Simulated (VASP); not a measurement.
# Fe (P6/mmm) in VASP: notebook

Runs on Fe. Level: RPBE. Tasks: single point.

All numbers are computed with VASP 6.6.1; they aren't measurements. Logs are shortened: lines on timing, memory, paths and dates and some standing lists are left out, and cuts for length are marked.

**1. The cell of the first run**

Symmetry: P6/mmm, No. 191, hexagonal system. Conventional cell: a = 4.060 Å, b = 4.060 Å, c = 2.320 Å, α = 90.00°, β = 90.00°, γ = 120.00°. Fe (site symmetry 6/mmm) has 14 Fe at 2.32 to 2.62 Å within 3.1 Å. Within 3.1 Å of Fe (site symmetry -6m2) lie 11 Fe at 2.32 to 2.62 Å.

**2. Single point, RPBE, collinear spin, ferromagnetic start (volume scaled by 0.88)**

File INCAR:

```
SYSTEM = Fe
  PREC = Accurate
  ENCUT = 520
  EDIFF = 1E-6
  ISMEAR = -1
  SIGMA = 0.05
  LREAL = .FALSE.
  LASPH = .TRUE.
  NELM = 150
  ALGO = Normal
  ISIF = 2
  LWAVE = .FALSE.
  LCHARG = .FALSE.
  ISPIN = 2
  MAGMOM = 2.669 2.629 2.629
  LORBIT = 11
  LMAXMIX = 4
  GGA = RP
  NBANDS = 23
```

File KPOINTS:

```
regular mesh
0
G
  10 10 15
  0 0 0
```

File POSCAR:

```
Fe
1.0
    4.0603869046      0.0000000000      0.0000000000
   -2.0301934523      3.5163982085      0.0000000000
    0.0000000000      0.0000000000      2.3202703849
Fe
3
Direct
    1.0000000000      0.0000000000      0.0000000000
    0.3333333333      0.6666666667      0.5000000000
    0.6666666667      0.3333333333      0.5000000000
```

Potentials or basis: VASP PAW PBE potentials, release 64 (Fe).

On the command line:

```bash
$ cat potpaw_PBE.64/Fe/POTCAR > POTCAR
$ mpirun -np 1 vasp_std > vasp.out
```

OUTCAR:

```text
SYSTEM = Fe
   PREC = Accurate
   ENCUT = 520
   EDIFF = 1E-6
   ISMEAR = -1
   LREAL = .FALSE.
   LASPH = .TRUE.
   NELM = 150
   ISIF = 2
   ISPIN = 2
   LORBIT = 11
   GGA = RP

 ion  position               nearest neighbor table
   1  0.000  0.000  0.000-   2 2.62   3 2.62   2 2.62   3 2.62   2 2.62   2 2.62   3 2.62   3 2.62
                             3 2.62   3 2.62   2 2.62   2 2.62
   2  0.333  0.667  0.500-   3 2.34   3 2.34   3 2.34   1 2.62   1 2.62   1 2.62   1 2.62   1 2.62
                             1 2.62
   3  0.667  0.333  0.500-   2 2.34   2 2.34   2 2.34   1 2.62   1 2.62   1 2.62   1 2.62   1 2.62
                             1 2.62

  LATTYP: Found a hexagonal cell.
 ALAT       =     4.0603869046
 C/A-ratio  =     0.5714407123

  Lattice vectors:

 A1 = (   4.0603869046,   0.0000000000,   0.0000000000)
 A2 = (  -2.0301934523,   3.5163982085,   0.0000000000)
 A3 = (   0.0000000000,   0.0000000000,   2.3202703849)

Analysis of symmetry for initial positions (statically):
=====================================================================
 Subroutine PRICEL returns:
 Original cell was already a primitive cell.

 Routine SETGRP: Setting up the symmetry group for a
 hexagonal supercell.

 Subroutine GETGRP returns: Found 24 space group operations
 (whereof 24 operations were pure point group operations)
 out of a pool of 24 trial point group operations.

The static configuration has the point symmetry D_6h.

Analysis of symmetry for dynamics (positions and initial velocities):
=====================================================================
 Subroutine PRICEL returns:
 Original cell was already a primitive cell.

 Routine SETGRP: Setting up the symmetry group for a
 hexagonal supercell.

 Subroutine GETGRP returns: Found 24 space group operations
 (whereof 24 operations were pure point group operations)
 out of a pool of 24 trial point group operations.

The dynamic configuration has the point symmetry D_6h.

Analysis of structural, dynamic, and magnetic symmetry:
=====================================================================
 Subroutine PRICEL returns:
 Original cell was already a primitive cell.

 Routine SETGRP: Setting up the symmetry group for a
 hexagonal supercell.

 Subroutine GETGRP returns: Found 24 space group operations
 (whereof 24 operations were pure point group operations)
 out of a pool of 24 trial point group operations.

The overall configuration has the point symmetry D_6h.

 Subroutine INISYM returns: Found 24 space group operations
 (whereof 24 operations are pure point group operations),
 and found     1 'primitive' translations

----------------------------------------------------------------------------------------

                                     Primitive cell

  volume of cell :      33.1287

  direct lattice vectors                    reciprocal lattice vectors
     4.060386905  0.000000000  0.000000000     0.246281949  0.142190949  0.000000000
    -2.030193452  3.516398209  0.000000000     0.000000000  0.284381899  0.000000000
     0.000000000  0.000000000  2.320270385     0.000000000  0.000000000  0.430984254

  length of vectors
     4.060386905  4.060386905  2.320270385     0.284381899  0.284381899  0.430984254

  position of ions in fractional coordinates (direct lattice)
     0.000000000  0.000000000  0.000000000
     0.333333333  0.666666667  0.500000000
     0.666666667  0.333333333  0.500000000

  ion indices of the primitive-cell ions
   primitive index   ion index
                 1           1
                 2           2
                 3           3

----------------------------------------------------------------------------------------

 KPOINTS: regular mesh

Automatic generation of k-mesh.
 Grid dimensions read from file:
 generate k-points for:   10   10   15

 Generating k-lattice:

  Cartesian coordinates                     Fractional coordinates (reciprocal lattice)
     0.024628195  0.014219095  0.000000000     0.100000000 -0.000000000  0.000000000
     0.000000000  0.028438190  0.000000000     0.000000000  0.100000000  0.000000000
     0.000000000  0.000000000  0.028732284     0.000000000  0.000000000  0.066666667

  Length of vectors
     0.028438190  0.028438190  0.028732284

  Shift w.r.t. Gamma in fractional coordinates (k-lattice)
     0.000000000  0.000000000  0.000000000

 Subroutine IBZKPT returns following result:
 ===========================================

 Found    112 irreducible k-points:

 Following reciprocal coordinates:
            Coordinates               Weight
  0.000000  0.000000  0.000000      1.000000
  0.100000  0.000000  0.000000      6.000000
  0.200000  0.000000  0.000000      6.000000
  0.300000  0.000000  0.000000      6.000000
  0.400000  0.000000  0.000000      6.000000
  0.500000  0.000000  0.000000      3.000000
[... 16 lines left out ...]
  0.300000  0.100000  0.066667     24.000000
  0.400000  0.100000  0.066667     24.000000
 [... further k-points ...]
   k-points           NKPTS =    112   k-points in BZ     NKDIM =    112   number of bands    NBANDS=     23
   number of dos      NEDOS =    301   number of ions     NIONS =      3
   total plane-waves  NPLWV =  16200
   dimension x,y,z NGX =    30 NGY =   30 NGZ =   18
   dimension x,y,z NGXF=    60 NGYF=   60 NGZF=   36
   ions per type =               3
   NGX,Y,Z   is equivalent  to a cutoff of  12.28, 12.28, 12.90 a.u.
   NGXF,Y,Z  is equivalent  to a cutoff of  24.57, 24.57, 25.79 a.u.
 SYSTEM =  Fe
   PREC   = accura    normal or accurate (medium, high low for compatibility)
   ISTART =      0    job   : 0-new  1-cont  2-samecut
   ICHARG =      2    charge: 1-file 2-atom 10-const
   ISPIN  =      2    spin polarized calculation?
   LNONCOLLINEAR =      F non collinear calculations
   LSORBIT =      F    spin-orbit coupling
   LASPH  =      T    aspherical Exc in radial PAW
   ENCUT  =  520.0 eV  38.22 Ry    6.18 a.u.   7.55  7.55  4.31*2*pi/ulx,y,z
   NELM   =    150;   NELMIN=  2; NELMDL= -5     # of ELM steps
   EDIFF  = 0.1E-05   stopping-criterion for ELM
   LREAL  =      F    real-space projection
   EDIFFG = 0.1E-04   stopping-criterion for IOM
   NSW    =      0    number of steps for IOM
   IBRION =     -1    ionic relax: 0-MD 1-quasi-New 2-CG
   NFREE  =      0    steps in history (QN), initial steepest desc. (CG)
   ISIF   =      2    stress and relaxation
   ISYM   =      2    0-nonsym 1-usesym 2-fastsym
   POTIM  = 0.5000    time-step for ionic-motion
   TEBEG  =    0.0;   TEEND  =   0.0 temperature during run
   PSTRESS=    0.0 pullay stress
   NELECT =      24.0000    total number of electrons
   NUPDOWN=      -1.0000    fix difference up-down
   EMIN   =  10.00;   EMAX   =-10.00  energy-range for DOS
   EFERMI =   0.00;   METHOD = LEGACY
   ISMEAR =    -1;   SIGMA  =   0.05  broadening in eV -4-tet -1-fermi 0-gaus
   EFERMI_NEDOS =   21; number of points for ismear=-14 and -15
   IALGO  =     38    algorithm
   IMIX   =      4    mixing-type and parameters
     AMIX     =   0.40;   BMIX     =  1.00
     AMIX_MAG =   1.60;   BMIX_MAG =  1.00
  volume/ion in A,a.u.               =      11.04        74.52
  Fermi-wavevector in a.u.,A,eV,Ry     =   1.470316  2.778494 29.413454  2.161828
  Thomas-Fermi vector in A             =   2.585587
   LORBIT       =     11    0 simple, 1 ext, 2 COOP (PROOUT), +10 PAW based schemes
   GGA     = RP    functional components
   LHFCALC =     F    Hartree Fock is set to
   AEXX    =    0.0000 exact exchange contribution
   IVDW    =     0    specifies the selected vdW correction
   LEPSILON=     F    determine dielectric tensor
   LRPA    =     F    only Hartree local field effects (RPA)
 spin polarized calculation
  energy-cutoff  :      520.00
  volume of cell :       33.13
 maximum number of plane-waves:       915
   NGX = 15   NGY = 15   NGZ =  9

 number of electron      24.0000015 magnetization       6.9662822

 Free energy of the ion-electron system (eV)
  ---------------------------------------------------
  ext. energy  EPLUGINS =         0.00000000
  ---------------------------------------------------
  free energy    TOTEN  =       -22.51370292 eV

  energy without entropy =      -22.48476867  energy(sigma->0) =      -22.49923580

 E-fermi :   6.4404     XC(G=0): -13.1672

 val. band max:        6.4368718679   @ k =   0.4000   0.0000   0.4667
 cond. band min:       6.4415201881   @ k =   0.4000   0.0000   0.3333
 fundamental gap:      0.0046483202
 Fermi energy:         6.4403502117

 spin component 1

 k-point     1 :       0.0000    0.0000    0.0000
  band No.  band energies     occupation
      1      -2.3532      1.00000
      2       1.7223      1.00000
      3       2.9818      1.00000
      4       2.9818      1.00000
      5       3.1204      1.00000
      6       3.1457      1.00000
[... 15 lines left out ...]
     22      15.4827      0.00000
     23      25.2442      0.00000
[... 575 lines left out ...]
      1       0.2114      1.00000
      2       1.0147      1.00000
      3       1.3274      1.00000
      4       2.7920      1.00000
      5       2.9713      1.00000
      6       3.0969      1.00000
[... 15 lines left out ...]
     22      22.7833      0.00000
     23      24.4429      0.00000

 [... further k-points ...]

 spin component 2

 k-point     1 :       0.0000    0.0000    0.0000
  band No.  band energies     occupation
      1      -2.1264      1.00000
      2       3.1216      1.00000
      3       4.5272      1.00000
      4       4.5272      1.00000
      5       4.5427      1.00000
      6       4.5468      1.00000
[... 15 lines left out ...]
     22      16.3962      0.00000
     23      25.7869      0.00000
[... 575 lines left out ...]
      1       0.5486      1.00000
      2       1.5140      1.00000
      3       2.5807      1.00000
      4       4.3827      1.00000
      5       4.6332      1.00000
      6       4.8929      1.00000
[... 15 lines left out ...]
     22      23.4216      0.00000
     23      24.8130      0.00000

 [... further k-points ...]
[... 5 lines left out ...]
  --------------------------------------------------------------------------------------
  -------------------------------------------------------------------------------------
  Total        4.4237381      4.4237381      4.1286418      0.0000000     -0.0000000      0.0000000
  in kB      213.9419369    213.9419369    199.6704171      0.0000000     -0.0000000      0.0000000
  external PRESSURE =     209.1847636 kB  Pullay stress =       0.0000000 kB

 VOLUME and BASIS-vectors are now :
 -----------------------------------------------------------------------------
  energy-cutoff  :      520.00
  volume of cell :       33.13
      direct lattice vectors                 reciprocal lattice vectors
     4.060386905  0.000000000  0.000000000     0.246281949  0.142190949  0.000000000
    -2.030193452  3.516398209  0.000000000     0.000000000  0.284381899  0.000000000
     0.000000000  0.000000000  2.320270385     0.000000000  0.000000000  0.430984254

 POSITION                                       TOTAL-FORCE (eV/Angst)
 -----------------------------------------------------------------------------------
      0.00000      0.00000      0.00000         0.000000      0.000000     -0.000000
     -0.00000      2.34427      1.16014         0.000000      0.000000      0.000000
      2.03019      1.17213      1.16014        -0.000000     -0.000000     -0.000000
 -----------------------------------------------------------------------------------
    total drift:                               -0.000000      0.000000      0.000000

  FREE ENERGIE OF THE ION-ELECTRON SYSTEM (eV)
  ---------------------------------------------------
  free  energy   TOTEN  =       -22.5137029246 eV

  energy  without entropy=      -22.4847686667  energy(sigma->0) =      -22.49923580

 total charge

# of ion       s       p       d       tot
------------------------------------------
    1        0.494   0.562   6.235   7.291
    2        0.516   0.557   6.306   7.380
    3        0.516   0.557   6.306   7.380
--------------------------------------------------
tot          1.527   1.676  18.847  22.050

 magnetization (x)

# of ion       s       p       d       tot
------------------------------------------
    1       -0.012  -0.050   2.533   2.472
    2       -0.013  -0.033   2.271   2.226
    3       -0.013  -0.033   2.271   2.226
--------------------------------------------------
tot         -0.037  -0.115   7.075   6.923
```

Wall time 2.4 min (1 thread of Intel Xeon 6975P-C (Granite Rapids), shared host); peak memory 0.23 GiB.

What came out:

| Item | Value |
| --- | --- |
| Free energy | -22.5137 eV |
| Pressure | 20.9 GPa |
| Net moment | 6.97 μB per cell |
| Site moments | Fe +2.47, +2.23 μB |
| Valence electrons inside the program's atomic spheres | Fe 7.29, 7.38 |

Levels at points of the mesh, in eV from the Fermi level:
Spin up:
```
           k point  band 14  band 15  band 16  band 17  band 18  band 19
(0.00, 0.00, 0.00)    -1.44    -0.32    -0.32     6.22     6.22     6.27
(0.50, 0.00, 0.00)    -0.64    -0.59    -0.35    -0.12    -0.09     6.96
```
Spin down:
| k point | band 7 | band 8 | band 9 | band 10 | band 11 | band 12 |
| --- | --- | --- | --- | --- | --- | --- |
| (0.00, 0.00, 0.00) | -1.89 | -1.17 | 0.09 | 0.09 | 1.34 | 1.34 |
| (0.50, 0.00, 0.00) | -1.20 | -1.01 | 0.06 | 0.74 | 1.47 | 1.50 |

Caveat: the PAW data sets were made with another functional, which shifts forces and pressure a little.

(Continued in part 2 of 2.)
